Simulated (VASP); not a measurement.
Runs of VASP 6.6.1 on CuBiH3. The structure is that of space group Pm-3m (No. 221), or close to it. The cells are those of the table. 

```csv
task,cell,k mesh,cutoff (eV),gap on the mesh (eV),pressure (GPa)
relaxation of cell and atoms,"relaxed from a = 3.883 Å, 5 atoms",4 × 4 × 4,600,none,0.1
single point,"a = 4.153 Å, 5 atoms",10 × 10 × 10,520,none,(a)
single point,"a = 4.166 Å, 5 atoms",4 × 4 × 4,520,none,0.3
single point,"a = 3.883 Å, 5 atoms",6 × 6 × 6,520,none,12.9
```

Alike in all rows: level PBE; potentials or basis VASP PAW PBE potentials, release 64 (Cu, Bi_d, H); no spin polarisation; smearing gaussian 0.1 eV.

Fill in the values left out.

(a) -0.1.

Caveats: some runs use coarse meshes; spin-orbit coupling is left out, which moves the levels of the heavy elements.

A k mesh can miss the band edges, and the runs leave out spin-orbit coupling on Bi.

A gap of «none» marks levels without a gap at the run's occupations.
